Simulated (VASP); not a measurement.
Here is a VASP 6.6.1 calculation.

Contents of INCAR:

```
  PREC = Accurate
  ENCUT = 520
  EDIFF = 1E-6
  ISMEAR = 0
  SIGMA = 0.1
  LREAL = Auto
  LASPH = T
  NELM = 80
  ALGO = Normal
  ISIF = 2
  LWAVE = F
  LCHARG = T
  GGA = CA
  LELF = T
  LVHAR = T
  NBANDS = 72
```

The input KPOINTS:

```
Automatic mesh
0
Gamma
  3 3 3
```

Contents of POSCAR:

```
Al
1.0
    8.1000000000      0.0000000000      0.0000000000
    0.0000000000      8.1000000000      0.0000000000
    0.0000000000      0.0000000000      8.1000000000
Al
33
Direct
    0.5003009877      0.0148069136      0.0002091358
    0.7547518519      0.2500160494      0.0000001235
    0.7475881481     -0.0025479012      0.2527671605
   -0.0001046914      0.0047419753     -0.0000037037
    0.2453780247      0.2500011111     -0.0000138272
    0.5002918519      0.4852785185      0.0002056790
    0.7647803704      0.7501264198      0.0002114815
    0.2523737037     -0.0020079012      0.2522195062
    0.5002920988      0.2501975309      0.2352680247
    0.7477283951      0.5026243210      0.2526209877
    0.4997066667      0.0581349383      0.4999424691
    0.7647795062      0.2502032099      0.5001243210
    0.7474327160     -0.0027059259      0.7472914815
   -0.0001183951      0.4953695062     -0.0000097531
    0.2352323457      0.7501185185      0.0002058025
   -0.0001180247      0.2500056790      0.2453606173
    0.2522122222      0.5020639506      0.2520607407
    0.4996871605      0.7499580247      0.1929649383
    0.0005858025      0.0147935802      0.5001222222
    0.2352337037      0.2501977778      0.5001166667
    0.4996871605      0.4429180247      0.4999335802
    0.8093375309      0.7499786420      0.4999528395
    0.2525480247     -0.0021762963      0.7478211111
    0.5003007407      0.2502006173      0.7647929630
    0.7475677778      0.5027907407      0.7474291358
    0.0005759259      0.7501204938      0.2352874074
    0.0005755556      0.4852993827      0.5001185185
    0.1941872840      0.7499561728      0.4999317284
   -0.0001049383      0.2500118519      0.7547328395
    0.2523925926      0.5022417284      0.7479704938
    0.4997060494      0.7499671605      0.8081856790
    0.0005853086      0.7501240741      0.7647804938
    0.5023788889      0.7507017284      0.5007692593
```

Potentials or basis: VASP PAW LDA potentials, release 64 (Al).

Launch:

```sh
$ cat potpaw_LDA.64/Al/POTCAR > POTCAR
$ mpirun -np 1 vasp_std > vasp.out
```

What does it give for the band gap on the k mesh?

Zero (an odd number of electrons rules out a gap without spin polarisation).

Predict the pressure.

1.3 GPa.

Forces in eV/Å, atoms in the order of the input:
```
Al  -0.002 -0.001  0.000
Al   0.009  0.000  0.000
Al   0.000 -0.001  0.002
Al  -0.001  0.008  0.000
Al  -0.006  0.000  0.000
Al  -0.001  0.002  0.000
Al   0.000 -0.001  0.000
Al   0.002  0.001  0.000
Al  -0.001  0.000  0.003
Al   0.000  0.002  0.002
Al  -0.001  0.016  0.000
Al   0.000  0.000 -0.001
Al   0.001 -0.001 -0.001
Al  -0.001 -0.007  0.000
Al   0.003 -0.001  0.000
Al  -0.001  0.001 -0.007
Al   0.002  0.001  0.001
Al  -0.002 -0.001 -0.017
Al   0.000 -0.001 -0.001
Al   0.003  0.000 -0.001
Al  -0.002 -0.017 -0.001
Al   0.015 -0.001 -0.001
Al   0.002  0.000  0.000
Al  -0.002  0.000 -0.001
Al   0.001  0.002 -0.001
Al   0.000 -0.001  0.002
Al   0.000  0.002 -0.001
Al  -0.018  0.000  0.000
Al  -0.001  0.000  0.008
Al   0.002  0.000  0.001
Al  -0.001 -0.001  0.016
Al   0.000 -0.001 -0.001
Al  -0.006 -0.003 -0.002
```
